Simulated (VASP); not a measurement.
# TiSi2 (Fddd) in VASP: a series of runs, part 2 of 2

VASP 6.6.1. The steps go on from the part before.

### Step 3. Single point, PBEsol+U

This run uses another cell than the first one, of 15.28 Å³/atom.

File INCAR:

```
SYSTEM = TiSi2
  PREC = Accurate
  ENCUT = 520
  EDIFF = 1E-6
  ISMEAR = -1
  SIGMA = 0.05
  LREAL = .False.
  LASPH = .True.
  NELM = 150
  ALGO = Normal
  ISIF = 2
  LWAVE = .False.
  LCHARG = .False.
  LMAXMIX = 4
  LDAU = .True.
  LDAUTYPE = 2
  LDAUL = 2 -1
  LDAUU = 8 0
  LDAUJ = 0 0
  LDAUPRINT = 1
  GGA = PS
  NBANDS = 29
```

File KPOINTS:

```
regular mesh
0
Gamma
  7 7 7
  0 0 0
```

File POSCAR:

```
TiSi2
1.0
    0.0000000000      4.4024890932      4.2658193129
    2.4413797777      0.0000000000      4.2658193129
    2.4413797777      4.4024890932      0.0000000000
Ti Si
2 4
Direct
    0.7500000000      0.7500000000      0.7500000000
    0.5000000000      0.5000000000      0.5000000000
    0.4057532736      0.0942467264      0.4057532736
    0.0942467264      0.4057532736      0.0942467264
    0.1557532736      0.8442467264      0.1557532736
    0.8442467264      0.1557532736      0.8442467264
```

Potentials or basis: VASP PAW PBE potentials, release 64 (Ti_sv, Si).

Launch:

```bash
$ cat potpaw_PBE.64/Ti_sv/POTCAR potpaw_PBE.64/Si/POTCAR > POTCAR
$ mpirun -np 1 vasp_std > vasp.out
```

OUTCAR:

```text
SYSTEM = TiSi2
   PREC = Accurate
   ENCUT = 520
   EDIFF = 1E-6
   ISMEAR = -1
   LREAL = .False.
   LASPH = .True.
   NELM = 150
   ISIF = 2
   GGA = PS

 ion  position               nearest neighbor table
   1  0.750  0.750  0.750-   6 2.59   5 2.59   6 2.59   5 2.59   3 2.80   3 2.80   4 2.80   4 2.80
                             3 3.03   4 3.03
   2  0.500  0.500  0.500-   4 2.59   3 2.59   4 2.59   3 2.59   5 2.80   5 2.80   6 2.80   6 2.80
                             5 3.03   6 3.03
   3  0.406  0.094  0.406-   6 2.52   6 2.52   2 2.59   2 2.59   4 2.74   1 2.80   1 2.80   4 2.95
                             4 2.95   1 3.03
   4  0.094  0.406  0.094-   5 2.52   5 2.52   2 2.59   2 2.59   3 2.74   1 2.80   1 2.80   3 2.95
                             3 2.95   1 3.03
   5  0.156  0.844  0.156-   4 2.52   4 2.52   1 2.59   1 2.59   6 2.74   2 2.80   2 2.80   6 2.95
                             6 2.95   2 3.03
   6  0.844  0.156  0.844-   3 2.52   3 2.52   1 2.59   1 2.59   5 2.74   2 2.80   2 2.80   5 2.95
                             5 2.95   2 3.03

  LATTYP: Found a face centered orthorhombic cell.
 ALAT       =     4.8827595554
 B/A-ratio  =     1.7472985366
 C/A-ratio  =     1.8032790856

  Lattice vectors:

[... 262 lines left out ...]
 fundamental gap:      0.0127746645
 Fermi energy:         9.5654226596

 k-point     1 :       0.0000    0.0000    0.0000
  band No.  band energies     occupation
      1     -49.1084      2.00000
      2     -49.0918      2.00000
      3     -25.5746      2.00000
      4     -25.4977      2.00000
      5     -25.3476      2.00000
      6     -25.3439      2.00000
[... 757 lines left out ...]
     28      13.1986      0.00000
     29      13.3201      0.00000

 [... further k-points ...]

------------------------ aborting loop because EDIFF is reached ----------------------------------------

  FORCE on cell =-STRESS in cart. coord.  units (eV):
  Direction    XX          YY          ZZ          XY          YZ          ZX
  --------------------------------------------------------------------------------------
  -------------------------------------------------------------------------------------
  Total       -0.2230298     -5.1982047      1.5829890      0.0000000      0.0000000      0.0000000
  in kB       -3.8967928    -90.8234246     27.6581028      0.0000000      0.0000000      0.0000000
  external PRESSURE =     -22.3540382 kB  Pullay stress =       0.0000000 kB

 VOLUME and BASIS-vectors are now :
 -----------------------------------------------------------------------------
  energy-cutoff  :      520.00
  volume of cell :       91.70
      direct lattice vectors                 reciprocal lattice vectors
     0.000000000  4.402489093  4.265819313    -0.204802221  0.113572116  0.117210778
     2.441379778  0.000000000  4.265819313     0.204802221 -0.113572116  0.117210778
     2.441379778  4.402489093  0.000000000     0.204802221  0.113572116 -0.117210778

 POSITION                                       TOTAL-FORCE (eV/Angst)
 -----------------------------------------------------------------------------------
      3.66207      6.60373      6.39873         0.000000      0.000000     -0.000000
      2.44138      4.40249      4.26582         0.000000      0.000000      0.000000
      1.22069      3.57265      2.13291         0.000000      0.011830      0.000000
      1.22069      0.82984      2.13291         0.000000     -0.011830      0.000000
      2.44138      1.37140      4.26582        -0.000000      0.011830     -0.000000
      2.44138      7.43357      4.26582        -0.000000     -0.011830     -0.000000
 -----------------------------------------------------------------------------------
    total drift:                               -0.000000     -0.000000     -0.000000

  FREE ENERGIE OF THE ION-ELECTRON SYSTEM (eV)
  ---------------------------------------------------
  free  energy   TOTEN  =       -31.1695841660 eV

  energy  without entropy=      -31.1464932947  energy(sigma->0) =      -31.15803873
```

OSZICAR:

```text
N       E                     dE             d eps       ncg     rms          rms(c)
DAV:   1     0.389072051577E+03    0.38907E+03   -0.18688E+04  3712   0.144E+03
DAV:   2     0.704247209857E+01   -0.38203E+03   -0.37246E+03  3730   0.424E+02
DAV:   3    -0.353207525579E+02   -0.42363E+02   -0.41607E+02  6268   0.119E+02
DAV:   4    -0.389497586410E+02   -0.36290E+01   -0.36045E+01  5424   0.305E+01
DAV:   5    -0.391747362107E+02   -0.22498E+00   -0.22489E+00  5584   0.645E+00    0.181E+01
DAV:   6    -0.313341706637E+02    0.78406E+01   -0.48593E+01  5415   0.506E+01    0.635E+00
DAV:   7    -0.312294677624E+02    0.10470E+00   -0.59623E+00  5071   0.166E+01    0.402E+00
DAV:   8    -0.312359814599E+02   -0.65137E-02   -0.13834E+00  5692   0.842E+00    0.232E+00
DAV:   9    -0.311668760365E+02    0.69105E-01   -0.75438E-01  5241   0.651E+00    0.613E-01
DAV:  10    -0.311650369477E+02    0.18391E-02   -0.52561E-02  5016   0.153E+00    0.201E-01
DAV:  11    -0.311675241364E+02   -0.24872E-02   -0.82079E-03  5574   0.452E-01    0.165E-01
DAV:  12    -0.311685784535E+02   -0.10543E-02   -0.47696E-03  5156   0.394E-01    0.836E-02
DAV:  13    -0.311691017728E+02   -0.52332E-03   -0.20356E-03  5128   0.277E-01    0.786E-02
DAV:  14    -0.311695818925E+02   -0.48012E-03   -0.60177E-03  5018   0.360E-01    0.514E-02
DAV:  15    -0.311695753119E+02    0.65806E-05   -0.25365E-04  4832   0.121E-01    0.144E-02
DAV:  16    -0.311695836362E+02   -0.83243E-05   -0.67639E-05  4958   0.324E-02    0.430E-03
DAV:  17    -0.311695841660E+02   -0.52978E-06   -0.56612E-06  4312   0.143E-02
   1 F= -.31169584E+02 E0= -.31158039E+02  d E =-.230909E-01
```

stdout:

```text
POSCAR found type information on POSCAR TiSi
 POSCAR found :  2 types and       6 ions
 scaLAPACK will be used
 -----------------------------------------------------------------------------
|                                                                             |
|                                                                             |
|     You enforced a specific xc type in the INCAR file but a different       |
|     I HOPE YOU KNOW WHAT YOU ARE DOING!                                     |
|                                                                             |
 -----------------------------------------------------------------------------

 LDA part: xc-table for (Slater+PW92), standard interpolation
 POSCAR, INCAR and KPOINTS ok, starting setup
 FFT: planning ... GRIDC
 FFT: planning ... GRID_SOFT
 FFT: planning ... GRID
 WAVECAR not read
 entering main loop
```

Run time: 4.7 min. Hardware: 1 thread of Intel Xeon 6975P-C (Granite Rapids), shared host; peak memory 0.32 GiB.

Results:

* Free energy: -31.1696 eV
* Pressure: -2.2 GPa
* Largest force: 0.012 eV/Å
* Band gap on the k mesh: zero (bands 20 and 21 overlap by 1.99 eV)

Forces in eV/Å, atoms in the order of the input:
```
Ti   0.000  0.000  0.000
Ti   0.000  0.000  0.000
Si   0.000  0.012  0.000
Si   0.000 -0.012  0.000
Si   0.000  0.012  0.000
Si   0.000 -0.012  0.000
```

Stress tensor (GPa, compression positive):
```
-0.39  0.00  0.00
 0.00 -9.08  0.00
 0.00  0.00  2.77
```

Eigenvalues of the final occupation matrices:
```csv
site,spin,trace,eigenvalues
site 1 d,1,0.85,0.11 0.16 0.16 0.17 0.26
site 1 d,2,0.85,0.11 0.16 0.16 0.17 0.26
site 2 d,1,0.85,0.11 0.16 0.16 0.17 0.26
site 2 d,2,0.85,0.11 0.16 0.16 0.17 0.26
```

Caveat: the PAW data sets were made with another functional, which shifts forces and pressure a little; U without spin polarisation on a metal has little footing; the U is typed as a test and isn't derived for this compound.
